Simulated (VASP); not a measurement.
# Ta (Im-3m) in VASP: settings compared

Ta is run at these levels: PBEsol, PBE; tasks: single point, relaxation of cell and atoms.

Everything below comes from runs of VASP 6.6.1. Logs are shortened: lines on timing, memory, paths and dates and some standing lists are left out, and cuts for length are marked.

### 1 The cell of the first run

Symmetry: Im-3m, No. 229, cubic system. The conventional cell has a = 3.282 Å, b = 3.282 Å, c = 3.282 Å, α = 90.00°, β = 90.00°, γ = 90.00°. Ta (site symmetry m-3m) has 14 Ta at 2.84 to 3.28 Å within 3.7 Å.

### 2 Single point, PBEsol

INCAR reads:

```
PREC = Accurate ; ENCUT = 520
EDIFF = 1E-6 ; ISMEAR = 1
SIGMA = 0.1 ; LREAL = False
LASPH = True ; NELM = 60
ALGO = Normal ; ISIF = 2
LWAVE = False ; LCHARG = False
GGA = PS ; NBANDS = 12
```

KPOINTS reads:

```
Automatic mesh
0
Gamma
  23 23 23
```

POSCAR reads:

```
Ta
1.0
   -1.6411286669      1.6411286669      1.6411286669
    1.6411286669     -1.6411286669      1.6411286669
    1.6411286669      1.6411286669     -1.6411286669
Ta
1
Direct
    0.0000000000      0.0000000000      0.0000000000
```

Potentials or basis: VASP PAW PBE potentials, release 64 (Ta_pv).

Command:

```
cat potpaw_PBE.64/Ta_pv/POTCAR > POTCAR
mpirun -np 1 vasp_std > vasp.out
```

OUTCAR:

```text
PREC = Accurate
   ENCUT = 520
   EDIFF = 1E-6
   ISMEAR = 1
   LREAL = False
   LASPH = True
   NELM = 60
   ISIF = 2
   GGA = PS

 ion  position               nearest neighbor table
   1  0.000  0.000  0.000-

  LATTYP: Found a body centered cubic cell.
 ALAT       =     3.2822573338

  Lattice vectors:

 A1 = (  -1.6411286669,   1.6411286669,   1.6411286669)
 A2 = (   1.6411286669,  -1.6411286669,   1.6411286669)
 A3 = (   1.6411286669,   1.6411286669,  -1.6411286669)

Analysis of symmetry for initial positions (statically):
=====================================================================
 Subroutine PRICEL returns:
 Original cell was already a primitive cell.

 Routine SETGRP: Setting up the symmetry group for a
 body centered cubic supercell.

 Subroutine GETGRP returns: Found 48 space group operations
 (whereof 48 operations were pure point group operations)
 out of a pool of 48 trial point group operations.

The static configuration has the point symmetry O_h .

Analysis of symmetry for dynamics (positions and initial velocities):
=====================================================================
 Subroutine PRICEL returns:
 Original cell was already a primitive cell.

 Routine SETGRP: Setting up the symmetry group for a
 body centered cubic supercell.

 Subroutine GETGRP returns: Found 48 space group operations
 (whereof 48 operations were pure point group operations)
 out of a pool of 48 trial point group operations.

The dynamic configuration has the point symmetry O_h .

 Subroutine INISYM returns: Found 48 space group operations
 (whereof 48 operations are pure point group operations),
 and found     1 'primitive' translations

----------------------------------------------------------------------------------------

                                     Primitive cell

  volume of cell :      17.6802

  direct lattice vectors                    reciprocal lattice vectors
    -1.641128667  1.641128667  1.641128667     0.000000000  0.304668372  0.304668372
     1.641128667 -1.641128667  1.641128667     0.304668372  0.000000000  0.304668372
     1.641128667  1.641128667 -1.641128667     0.304668372  0.304668372  0.000000000

  length of vectors
     2.842518233  2.842518233  2.842518233     0.430866144  0.430866144  0.430866144

  position of ions in fractional coordinates (direct lattice)
     0.000000000  0.000000000  0.000000000

  ion indices of the primitive-cell ions
   primitive index   ion index
                 1           1

----------------------------------------------------------------------------------------

 KPOINTS: Automatic mesh

Automatic generation of k-mesh.
 Grid dimensions read from file:
 generate k-points for:   23   23   23

 Generating k-lattice:

  Cartesian coordinates                     Fractional coordinates (reciprocal lattice)
     0.000000000  0.013246451  0.013246451     0.043478261  0.000000000  0.000000000
     0.013246451  0.000000000  0.013246451     0.000000000  0.043478261  0.000000000
     0.013246451  0.013246451  0.000000000     0.000000000  0.000000000  0.043478261

  Length of vectors
     0.018733311  0.018733311  0.018733311

  Shift w.r.t. Gamma in fractional coordinates (k-lattice)
     0.000000000  0.000000000  0.000000000

 Subroutine IBZKPT returns following result:
 ===========================================

 Found    364 irreducible k-points:

 Following reciprocal coordinates:
            Coordinates               Weight
  0.000000  0.000000  0.000000      1.000000
  0.043478  0.000000  0.000000     12.000000
  0.086957  0.000000  0.000000     12.000000
  0.130435  0.000000  0.000000     12.000000
  0.173913  0.000000  0.000000     12.000000
  0.217391  0.000000  0.000000     12.000000
[... 16 lines left out ...]
  0.478261  0.043478  0.000000     24.000000
  0.086957  0.086957  0.000000     24.000000
 [... further k-points ...]
   k-points           NKPTS =    364   k-points in BZ     NKDIM =    364   number of bands    NBANDS=     12
   number of dos      NEDOS =    301   number of ions     NIONS =      1
   total plane-waves  NPLWV =  13824
   dimension x,y,z NGX =    24 NGY =   24 NGZ =   24
   dimension x,y,z NGXF=    48 NGYF=   48 NGZF=   48
   ions per type =               1
   NGX,Y,Z   is equivalent  to a cutoff of  14.04, 14.04, 14.04 a.u.
   NGXF,Y,Z  is equivalent  to a cutoff of  28.07, 28.07, 28.07 a.u.
 SYSTEM =  unknown system
   PREC   = accura    normal or accurate (medium, high low for compatibility)
   ISTART =      0    job   : 0-new  1-cont  2-samecut
   ICHARG =      2    charge: 1-file 2-atom 10-const
   ISPIN  =      1    spin polarized calculation?
   LNONCOLLINEAR =      F non collinear calculations
   LSORBIT =      F    spin-orbit coupling
   LASPH  =      T    aspherical Exc in radial PAW
   ENCUT  =  520.0 eV  38.22 Ry    6.18 a.u.   5.29  5.29  5.29*2*pi/ulx,y,z
   NELM   =     60;   NELMIN=  2; NELMDL= -5     # of ELM steps
   EDIFF  = 0.1E-05   stopping-criterion for ELM
   LREAL  =      F    real-space projection
   EDIFFG = 0.1E-04   stopping-criterion for IOM
   NSW    =      0    number of steps for IOM
   IBRION =     -1    ionic relax: 0-MD 1-quasi-New 2-CG
   NFREE  =      0    steps in history (QN), initial steepest desc. (CG)
   ISIF   =      2    stress and relaxation
   ISYM   =      2    0-nonsym 1-usesym 2-fastsym
   POTIM  = 0.5000    time-step for ionic-motion
   TEBEG  =    0.0;   TEEND  =   0.0 temperature during run
   PSTRESS=    0.0 pullay stress
   NELECT =      11.0000    total number of electrons
   NUPDOWN=      -1.0000    fix difference up-down
   EMIN   =  10.00;   EMAX   =-10.00  energy-range for DOS
   EFERMI =   0.00;   METHOD = LEGACY
   ISMEAR =     1;   SIGMA  =   0.10  broadening in eV -4-tet -1-fermi 0-gaus
   EFERMI_NEDOS =   21; number of points for ismear=-14 and -15
   IALGO  =     38    algorithm
   IMIX   =      4    mixing-type and parameters
     AMIX     =   0.40;   BMIX     =  1.00
     AMIX_MAG =   1.60;   BMIX_MAG =  1.00
  volume/ion in A,a.u.               =      17.68       119.31
  Fermi-wavevector in a.u.,A,eV,Ry     =   1.397579  2.641042 26.575275  1.953228
  Thomas-Fermi vector in A             =   2.520822
   LORBIT       =      0    0 simple, 1 ext, 2 COOP (PROOUT), +10 PAW based schemes
   GGA     = PS    functional components
   LHFCALC =     F    Hartree Fock is set to
   AEXX    =    0.0000 exact exchange contribution
   IVDW    =     0    specifies the selected vdW correction
   LEPSILON=     F    determine dielectric tensor
   LRPA    =     F    only Hartree local field effects (RPA)
 non-spin polarized calculation
 Methfessel and Paxton  Order N= 1 SIGMA  =   0.10
  energy-cutoff  :      520.00
  volume of cell :       17.68
 maximum number of plane-waves:       487
 NGX is ok and might be reduce to    24
   NGX = 11   NGY = 11   NGZ = 11

 number of electron      11.0000002 magnetization

 Free energy of the ion-electron system (eV)
  ---------------------------------------------------
  ext. energy  EPLUGINS =         0.00000000
  ---------------------------------------------------
  free energy    TOTEN  =       -12.55159742 eV

  energy without entropy =      -12.55222827  energy(sigma->0) =      -12.55180771

 E-fermi :   5.4483     XC(G=0): -12.8244

 val. band max:        5.4455816753   @ k =  -0.2174   0.2609   0.0870
 cond. band min:       5.4491236072   @ k =  -0.3913   0.4348   0.0870
 fundamental gap:      0.0035419319
 Fermi energy:         5.4483070378

 k-point     1 :       0.0000    0.0000    0.0000
  band No.  band energies     occupation
      1     -27.4841      2.00000
      2     -27.4841      2.00000
      3     -27.4841      2.00000
      4      -2.5290      2.00000
      5       6.1885     -0.00000
      6       6.1885     -0.00000
      7       6.1885     -0.00000
      8       9.5258      0.00000
      9       9.5258      0.00000
     10      20.1917      0.00000
     11      20.6005      0.00000
     12      20.6005      0.00000

 k-point     2 :       0.0435    0.0000    0.0000
  band No.  band energies     occupation
      1     -27.5096      2.00000
      2     -27.4919      2.00000
      3     -27.4842      2.00000
      4      -2.4417      2.00000
      5       6.1311     -0.00000
      6       6.1735     -0.00000
      7       6.2738     -0.00000
      8       9.4281      0.00000
      9       9.5256      0.00000
     10      20.1917      0.00000
     11      20.6812      0.00000
     12      20.7529      0.00000

 k-point     3 :       0.0870    0.0000    0.0000
  band No.  band energies     occupation
      1     -27.5837      2.00000
      2     -27.5146      2.00000
      3     -27.4847      2.00000
      4      -2.1853      2.00000
      5       5.9678     -0.00000
      6       6.1155     -0.00000
      7       6.5278     -0.00000
      8       9.1926      0.00000
      9       9.5279      0.00000
     10      20.1913      0.00000
     11      20.9016      0.00000
     12      21.2006      0.00000
[... 286 lines left out ...]
 k-point    23 :       0.4783    0.0435    0.0000
  band No.  band energies     occupation
      1     -28.7307      2.00000
      2     -27.8953      2.00000
      3     -27.5026      2.00000
      4       1.0620      2.00000
      5       3.8745      2.00000
      6       7.0431     -0.00000
      7       9.3800      0.00000
      8      10.5362      0.00000
      9      13.5345      0.00000
     10      17.3583      0.00000
     11      17.6792      0.00000
     12      20.2106      0.00000

 k-point    24 :       0.0870    0.0870    0.0000
  band No.  band energies     occupation
      1     -27.7644      2.00000
      2     -27.5482      2.00000
      3     -27.5085      2.00000
      4      -1.5403      2.00000
      5       5.6729     -0.00668
      6       5.7784     -0.00003
      7       7.2450     -0.00000
      8       8.7514      0.00000
      9       9.6529      0.00000
     10      20.1903      0.00000
     11      21.3912      0.00000
     12      22.2777      0.00000

 [... further k-points ...]
[... 5 lines left out ...]
  --------------------------------------------------------------------------------------
  -------------------------------------------------------------------------------------
  Total        0.0187224      0.0187224      0.0187224      0.0000000      0.0000000      0.0000000
  in kB        1.6966179      1.6966179      1.6966179      0.0000000      0.0000000      0.0000000
  external PRESSURE =       1.6966179 kB  Pullay stress =       0.0000000 kB

 VOLUME and BASIS-vectors are now :
 -----------------------------------------------------------------------------
  energy-cutoff  :      520.00
  volume of cell :       17.68
      direct lattice vectors                 reciprocal lattice vectors
    -1.641128667  1.641128667  1.641128667     0.000000000  0.304668372  0.304668372
     1.641128667 -1.641128667  1.641128667     0.304668372  0.000000000  0.304668372
     1.641128667  1.641128667 -1.641128667     0.304668372  0.304668372  0.000000000

 POSITION                                       TOTAL-FORCE (eV/Angst)
 -----------------------------------------------------------------------------------
      0.00000      0.00000      0.00000        -0.000000      0.000000      0.000000
 -----------------------------------------------------------------------------------
    total drift:                                0.000000      0.000000     -0.000000

  FREE ENERGIE OF THE ION-ELECTRON SYSTEM (eV)
  ---------------------------------------------------
  free  energy   TOTEN  =       -12.5515974205 eV

  energy  without entropy=      -12.5522282744  energy(sigma->0) =      -12.55180771
```

Wall time 37 s (1 thread of Intel Xeon 6975P-C (Granite Rapids), shared host); peak memory 0.19 GiB.

Results:

```
Free energy            : -12.5516 eV
Pressure               : 0.2 GPa
Band gap on the k mesh : zero (an odd number of electrons rules out a gap without spin polarisation)
```

Caveat: the PAW data sets were made with another functional, which shifts forces and pressure a little; spin-orbit coupling is left out, which moves the levels of the heavy elements.

(Continued in part 2 of 3.)
